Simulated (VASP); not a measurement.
A run of VASP 6.6.1 is set up as follows.

Contents of POSCAR:

```
BaS
1.0
    0.0000000000      3.1714106188      3.1714106188
    3.1714106188      0.0000000000      3.1714106188
    3.1714106188      3.1714106188      0.0000000000
Ba S
1 1
Direct
    0.0000000000      0.0000000000      0.0000000000
    0.5000000000      0.5000000000      0.5000000000
```

The input INCAR.step1:

```
SYSTEM = BaS
  PREC = Accurate
  ENCUT = 520
  EDIFF = 1E-5
  ISMEAR = -1
  SIGMA = 0.05
  LREAL = .False.
  LASPH = .True.
  NELM = 80
  ALGO = Normal
  ISIF = 2
  LWAVE = .True.
  NBANDS = 15
  GGA = PE
```

Contents of INCAR.step2:

```
SYSTEM = BaS
  PREC = Accurate
  ENCUT = 520
  EDIFF = 1E-6
  ISMEAR = -1
  SIGMA = 0.05
  LREAL = .False.
  LASPH = .True.
  NELM = 80
  ALGO = Normal
  ISIF = 2
  LWAVE = .False.
  LCHARG = .True.
  GGA = PS
  LHFCALC = .True.
  AEXX = 0.25
  PRECFOCK = Normal
  LELF = .True.
  LVHAR = .True.
  NBANDS = 15
  ISTART = 1
```

File KPOINTS:

```
regular mesh
0
Gamma
  4 4 4
  0 0 0
```

Potentials or basis: VASP PAW PBE potentials, release 64 (Ba_sv, S).

Command:

```console
$ cat potpaw_PBE.64/Ba_sv/POTCAR potpaw_PBE.64/S/POTCAR > POTCAR
$ cp INCAR.step1 INCAR
$ mpirun -np 1 vasp_std > vasp.out
$ cp INCAR.step2 INCAR
$ mpirun -np 1 vasp_std > vasp.out
```

**Question.** Predict the band gap on the k mesh.

**Answer.** 3.59 eV (least direct gap 3.74 eV).

**Question.** Predict the pressure.

**Answer.** 0.5 GPa.

Caveat: the k points lie up to 0.43 Å⁻¹ apart; the PAW data sets were made with another functional, which shifts forces and pressure a little; spin-orbit coupling is left out, which moves the levels of the heavy elements. A k mesh can miss the band edges.
